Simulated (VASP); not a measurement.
The system is NbP.

```
Nb P
1.0
    -1.70777    1.70777    5.85269
     1.70777   -1.70777    5.85269
     1.70777    1.70777   -5.85269
Nb P
2 2
Direct
  0.24988 0.74988 0.50000
  0.49988 0.49988 0.00000
  0.83275 0.33275 0.50000
  0.08275 0.08275 0.00000
```

Base run:

```yaml
Program: VASP 6.6.1
Functional: r2SCAN
Potentials_or_basis: VASP PAW PBE potentials, release 64 (Nb_sv, P)
Cutoff: 520 eV
k_mesh: 11 × 11 × 11
Occupations: fermi-dirac, width 0.05 eV
Spin: no spin polarisation
```

Its results: band gap on the k mesh zero (bands 18 and 19 overlap by 0.02 eV); pressure -11.7 GPa; largest force 0.021 eV/Å.

**Question.** The run is repeated on the same cell with these changes: functional from r2SCAN to PBE. What comes out?

**Answer.** Band gap on the k mesh zero (filled and empty bands overlap); pressure -10.9 GPa; largest force 0.003 eV/Å.

Caveats: the cell stands under tension; the PAW data sets were made with another functional, which shifts forces and pressure a little (at least some runs).
